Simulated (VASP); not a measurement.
# HRh6 in VASP: a series of runs

HRh6 is run at these levels: PBE; tasks: single point.

Everything below comes from runs of VASP 6.6.1. Logs are shortened: lines on timing, memory, paths and dates and some standing lists are left out, and cuts for length are marked.

### 1 The cell of the first run

The cell holds a slab with vacuum, 14 atoms: a = 5.417 Å, b = 5.417 Å, c = 22.297 Å, α = 90.00°, β = 90.00°, γ = 120.00°.

### 2 Single point, PBE

The input, INCAR:

```
SYSTEM = HRh6
PREC = Accurate
ENCUT = 520
EDIFF = 1E-7
ISMEAR = 0
SIGMA = 0.1
LREAL = .False.
LASPH = .True.
NELM = 100
ALGO = Normal
ISIF = 2
LWAVE = .False.
LCHARG = .True.
LDIPOL = .True.
IDIPOL = 3
DIPOL = 0.5 0.5 0.292
GGA = PE
LELF = .True.
LVHAR = .True.
LVACPOTAV = .True.
NBANDS = 104
```

The input, KPOINTS:

```
regular mesh
0
Gamma
  6 6 1
  0 0 0
```

The input, POSCAR:

```
HRh6
1.0
    5.4165863251      0.0000000000      0.0000000000
   -2.7082931626      4.6909013593      0.0000000000
    0.0000000000      0.0000000000     22.2966119230
Rh H
12 2
Direct
    0.3333333333      0.1666666667      0.1793994538
    0.3333333333      0.6666666667      0.1793994538
    0.8333333333      0.1666666667      0.1793994538
    0.8333333333      0.6666666667      0.1793994538
    0.1666666667      0.3333333333      0.2757769167
    0.1666666667      0.8333333333      0.2757769167
    0.6666666667      0.3333333333      0.2757769167
    0.6666666667      0.8333333333      0.2757769167
    0.0000000000      0.0000000000      0.3721019118
    0.0000000000      0.5000000000      0.3721019118
    0.5000000000      0.0000000000      0.3721019118
    0.5000000000      0.5000000000      0.3721019118
    0.1308864316      0.2617728632      0.3922843503
    0.3691135684      0.7382271368      0.3922843503
```

Potentials or basis: VASP PAW PBE potentials, release 64 (Rh_pv, H).

Started as:

```bash
$ cat potpaw_PBE.64/Rh_pv/POTCAR potpaw_PBE.64/H/POTCAR > POTCAR
$ mpirun -np 1 vasp_std > vasp.out
```

OUTCAR:

```text
SYSTEM = HRh6
   PREC = Accurate
   ENCUT = 520
   EDIFF = 1E-7
   ISMEAR = 0
   LREAL = .False.
   LASPH = .True.
   NELM = 100
   ISIF = 2
   GGA = PE

 ion  position               nearest neighbor table
   1  0.333  0.167  0.179-   5 2.66   7 2.66   6 2.66   4 2.71   4 2.71   3 2.71   3 2.71   2 2.71
                             2 2.71
   2  0.333  0.667  0.179-   6 2.66   8 2.66   5 2.66   3 2.71   3 2.71   4 2.71   4 2.71   1 2.71
                             1 2.71
   3  0.833  0.167  0.179-   7 2.66   5 2.66   8 2.66   2 2.71   2 2.71   1 2.71   1 2.71   4 2.71
                             4 2.71
   4  0.833  0.667  0.179-   8 2.66   6 2.66   7 2.66   1 2.71   1 2.71   2 2.71   2 2.71   3 2.71
                             3 2.71
   5  0.167  0.333  0.276-  12 2.66   9 2.66  10 2.66   1 2.66   3 2.66   2 2.66   8 2.71   8 2.71
                             7 2.71   7 2.71   6 2.71   6 2.71
   6  0.167  0.833  0.276-  11 2.66  10 2.66   9 2.66   2 2.66   4 2.66   1 2.66   7 2.71   7 2.71
                             8 2.71   8 2.71   5 2.71   5 2.71
   7  0.667  0.333  0.276-  10 2.66  11 2.66  12 2.66   3 2.66   1 2.66   4 2.66   6 2.71   6 2.71
                             5 2.71   5 2.71   8 2.71   8 2.71
   8  0.667  0.833  0.276-   9 2.66  12 2.66  11 2.66   4 2.66   2 2.66   3 2.66   5 2.71   5 2.71
                             6 2.71   6 2.71   7 2.71   7 2.71
   9  0.000  0.000  0.372-  13 1.31   8 2.66   5 2.66   6 2.66  12 2.71  12 2.71  11 2.71  11 2.71
                            10 2.71  10 2.71
  10  0.000  0.500  0.372-  14 1.81  13 1.81   7 2.66   6 2.66   5 2.66  11 2.71  11 2.71  12 2.71
                            12 2.71   9 2.71   9 2.71
  11  0.500  0.000  0.372-  14 1.31   6 2.66   7 2.66   8 2.66  10 2.71  10 2.71   9 2.71   9 2.71
                            12 2.71  12 2.71
  12  0.500  0.500  0.372-  13 1.81  14 1.81   5 2.66   8 2.66   7 2.66   9 2.71   9 2.71  10 2.71
                            10 2.71  11 2.71  11 2.71
  13  0.131  0.262  0.392-   9 1.31  12 1.81  10 1.81
  14  0.369  0.738  0.392-  11 1.31  10 1.81  12 1.81

  LATTYP: Found a hexagonal cell.
 ALAT       =     5.4165863251
 C/A-ratio  =     4.1163586408

  Lattice vectors:

 A1 = (   5.4165863251,   0.0000000000,   0.0000000000)
 A2 = (  -2.7082931626,   4.6909013593,   0.0000000000)
 A3 = (   0.0000000000,   0.0000000000,  22.2966119230)

Analysis of symmetry for initial positions (statically):
=====================================================================
 Subroutine PRICEL returns:
 Original cell was already a primitive cell.

 Routine SETGRP: Setting up the symmetry group for a
 hexagonal supercell.

 Subroutine GETGRP returns: Found  2 space group operations
 (whereof  2 operations were pure point group operations)
 out of a pool of 24 trial point group operations.

The static configuration has the point symmetry C_1h.

Analysis of symmetry for dynamics (positions and initial velocities):
=====================================================================
 Subroutine PRICEL returns:
 Original cell was already a primitive cell.

 Routine SETGRP: Setting up the symmetry group for a
 hexagonal supercell.

 Subroutine GETGRP returns: Found  2 space group operations
 (whereof  2 operations were pure point group operations)
 out of a pool of 24 trial point group operations.

The dynamic configuration has the point symmetry C_1h.

 Subroutine INISYM returns: Found  2 space group operations
 (whereof  2 operations are pure point group operations),
 and found     1 'primitive' translations

----------------------------------------------------------------------------------------

                                     Primitive cell

  volume of cell :     566.5273

  direct lattice vectors                    reciprocal lattice vectors
     5.416586325  0.000000000  0.000000000     0.184618123  0.106589323  0.000000000
    -2.708293163  4.690901359  0.000000000     0.000000000  0.213178646  0.000000000
     0.000000000  0.000000000 22.296611923     0.000000000  0.000000000  0.044849863

  length of vectors
     5.416586325  5.416586325 22.296611923     0.213178646  0.213178646  0.044849863

  position of ions in fractional coordinates (direct lattice)
     0.333333333  0.166666667  0.179399454
     0.333333333  0.666666667  0.179399454
     0.833333333  0.166666667  0.179399454
     0.833333333  0.666666667  0.179399454
[... 55 lines left out ...]
            Coordinates               Weight
  0.000000  0.000000  0.000000      1.000000
  0.166667 -0.000000  0.000000      4.000000
  0.000000  0.166667  0.000000      2.000000
  0.333333 -0.000000  0.000000      4.000000
  0.000000  0.333333  0.000000      2.000000
  0.500000  0.000000  0.000000      2.000000
  0.000000  0.500000  0.000000      1.000000
  0.166667  0.166667  0.000000      4.000000
 -0.333333  0.166667  0.000000      2.000000
  0.333333  0.166667  0.000000      4.000000
 -0.166667  0.500000  0.000000      4.000000
  0.500000  0.333333  0.000000      4.000000
  0.333333  0.333333  0.000000      2.000000
   k-points           NKPTS =     13   k-points in BZ     NKDIM =     13   number of bands    NBANDS=    104
   number of dos      NEDOS =    301   number of ions     NIONS =     14
   total plane-waves  NPLWV = 268800
   dimension x,y,z NGX =    40 NGY =   40 NGZ =  168
   dimension x,y,z NGXF=    80 NGYF=   80 NGZF=  336
   ions per type =              12   2
   NGX,Y,Z   is equivalent  to a cutoff of  12.28, 12.28, 12.53 a.u.
   NGXF,Y,Z  is equivalent  to a cutoff of  24.55, 24.55, 25.05 a.u.
 SYSTEM =  HRh6
   PREC   = accura    normal or accurate (medium, high low for compatibility)
   ISTART =      0    job   : 0-new  1-cont  2-samecut
   ICHARG =      2    charge: 1-file 2-atom 10-const
   ISPIN  =      1    spin polarized calculation?
   LNONCOLLINEAR =      F non collinear calculations
   LSORBIT =      F    spin-orbit coupling
   LASPH  =      T    aspherical Exc in radial PAW
   ENCUT  =  520.0 eV  38.22 Ry    6.18 a.u.  10.07 10.07 41.46*2*pi/ulx,y,z
   NELM   =    100;   NELMIN=  2; NELMDL= -5     # of ELM steps
   EDIFF  = 0.1E-06   stopping-criterion for ELM
   LREAL  =      F    real-space projection
   EDIFFG = 0.1E-05   stopping-criterion for IOM
   NSW    =      0    number of steps for IOM
   IBRION =     -1    ionic relax: 0-MD 1-quasi-New 2-CG
   NFREE  =      0    steps in history (QN), initial steepest desc. (CG)
   ISIF   =      2    stress and relaxation
   ISYM   =      2    0-nonsym 1-usesym 2-fastsym
   POTIM  = 0.5000    time-step for ionic-motion
   TEBEG  =    0.0;   TEEND  =   0.0 temperature during run
   PSTRESS=    0.0 pullay stress
   NELECT =     182.0000    total number of electrons
   NUPDOWN=      -1.0000    fix difference up-down
   EMIN   =  10.00;   EMAX   =-10.00  energy-range for DOS
   EFERMI =   0.00;   METHOD = LEGACY
   ISMEAR =     0;   SIGMA  =   0.10  broadening in eV -4-tet -1-fermi 0-gaus
   EFERMI_NEDOS =   21; number of points for ismear=-14 and -15
   IALGO  =     38    algorithm
   IMIX   =      4    mixing-type and parameters
     AMIX     =   0.40;   BMIX     =  1.00
     AMIX_MAG =   1.60;   BMIX_MAG =  1.00
  volume/ion in A,a.u.               =      40.47       273.08
  Fermi-wavevector in a.u.,A,eV,Ry     =   1.121222  2.118803 17.104417  1.257139
  Thomas-Fermi vector in A             =   2.257874
   LORBIT       =      0    0 simple, 1 ext, 2 COOP (PROOUT), +10 PAW based schemes
   GGA     = PE    functional components
   LHFCALC =     F    Hartree Fock is set to
   AEXX    =    0.0000 exact exchange contribution
   IVDW    =     0    specifies the selected vdW correction
   LEPSILON=     F    determine dielectric tensor
   LRPA    =     F    only Hartree local field effects (RPA)
 non-spin polarized calculation
 Gauss-broadening in eV      SIGMA  =   0.10
  energy-cutoff  :      520.00
  volume of cell :      566.53
 maximum number of plane-waves:     15300
   NGX = 21   NGY = 21   NGZ = 83

 dipolmoment           0.000000      0.000000      0.000185 electrons x Angstroem

 number of electron     182.0000013 magnetization

 dipolmoment           0.000000      0.000000     -0.000414 electrons x Angstroem

 Free energy of the ion-electron system (eV)
  ---------------------------------------------------
  ext. energy  EPLUGINS =         0.00000000
  ---------------------------------------------------
  free energy    TOTEN  =       -85.08694499 eV

  energy without entropy =      -84.98054003  energy(sigma->0) =      -85.03374251

 E-fermi :  -0.0458     XC(G=0):  -4.9771

 val. band max:       -0.0526766721   @ k =   0.0000   0.3333   0.0000
 cond. band min:      -0.0401573393   @ k =   0.1667  -0.0000   0.0000
 fundamental gap:      0.0125193328
 Fermi energy:        -0.0458065635

 k-point     1 :       0.0000    0.0000    0.0000
  band No.  band energies     occupation
      1     -47.1695      2.00000
      2     -47.1310      2.00000
      3     -47.1291      2.00000
      4     -47.1004      2.00000
      5     -47.0834      2.00000
      6     -47.0377      2.00000
[... 1367 lines left out ...]
    102       0.5894      0.00000
    103       2.9206      0.00000
 [bands above 103 left out]

------------------------ aborting loop because EDIFF is reached ----------------------------------------

  FORCE on cell =-STRESS in cart. coord.  units (eV):
  Direction    XX          YY          ZZ          XY          YZ          ZX
  --------------------------------------------------------------------------------------
  -------------------------------------------------------------------------------------
  Total        0.0928764     20.7359660      7.5194105     -0.0000000     -0.5826594      0.0000000
  in kB        0.2626608     58.6427070     21.2653989     -0.0000000     -1.6478000      0.0000000
  external PRESSURE =      26.7235889 kB  Pullay stress =       0.0000000 kB

 VOLUME and BASIS-vectors are now :
 -----------------------------------------------------------------------------
  energy-cutoff  :      520.00
  volume of cell :      566.53
      direct lattice vectors                 reciprocal lattice vectors
     5.416586325  0.000000000  0.000000000     0.184618123  0.106589323  0.000000000
    -2.708293163  4.690901359  0.000000000     0.000000000  0.213178646  0.000000000
     0.000000000  0.000000000 22.296611923     0.000000000  0.000000000  0.044849863

 POSITION                                       TOTAL-FORCE (eV/Angst)
 -----------------------------------------------------------------------------------
      1.35415      0.78182      4.00000        -0.032549     -0.017252      0.029056
     -0.00000      3.12727      4.00000         0.000000     -0.014020     -0.048187
      4.06244      0.78182      4.00000         0.032549     -0.017252      0.029056
      2.70829      3.12727      4.00000        -0.000000      0.077951     -0.004735
      0.00000      1.56363      6.14889         0.000000     -0.026568     -0.605683
     -1.35415      3.90908      6.14889        -0.001868      0.040125     -0.464882
      2.70829      1.56363      6.14889        -0.000000      0.096753     -0.413200
      1.35415      3.90908      6.14889         0.001868      0.040125     -0.464882
      0.00000      0.00000      8.29661         0.000000     -8.761099     -2.869324
     -1.35415      2.34545      8.29661        -1.527324      0.018831     -0.070873
      2.70829      0.00000      8.29661        -0.000000      8.839501     -2.783982
      1.35415      2.34545      8.29661         1.527324      0.018831     -0.070873
     -0.00000      1.22795      8.74661        -0.000000      7.468337      3.882694
     -0.00000      3.46295      8.74661         0.000000     -7.764263      3.855814
 -----------------------------------------------------------------------------------
    total drift:                                0.000000     -0.000012      0.000897

  FREE ENERGIE OF THE ION-ELECTRON SYSTEM (eV)
  ---------------------------------------------------
  free  energy   TOTEN  =       -85.0869449883 eV

  energy  without entropy=      -84.9805400260  energy(sigma->0) =      -85.03374251

 vacuum level on the upper side and lower side of the slab         5.034         5.037
```

Wall time 20 min (1 thread of AMD EPYC 9R45 (Zen 5), shared host); peak memory 0.86 GiB.

What came out:

| Quantity | Value |
| --- | --- |
| Free energy | -85.0869 eV |
| Largest force | 9.268 eV/Å |
| Band gap on the k mesh | zero (bands 91 and 92 overlap by 0.82 eV) |

Forces on the atoms (eV/Å):
```
Rh  -0.033 -0.017  0.029
Rh   0.000 -0.014 -0.048
Rh   0.033 -0.017  0.029
Rh   0.000  0.078 -0.005
Rh   0.000 -0.027 -0.606
Rh  -0.002  0.040 -0.465
Rh   0.000  0.097 -0.413
Rh   0.002  0.040 -0.465
Rh   0.000 -8.761 -2.869
Rh  -1.527  0.019 -0.071
Rh   0.000  8.840 -2.784
Rh   1.527  0.019 -0.071
H    0.000  7.468  3.883
H    0.000 -7.764  3.856
```

[end of part 1 of 2]
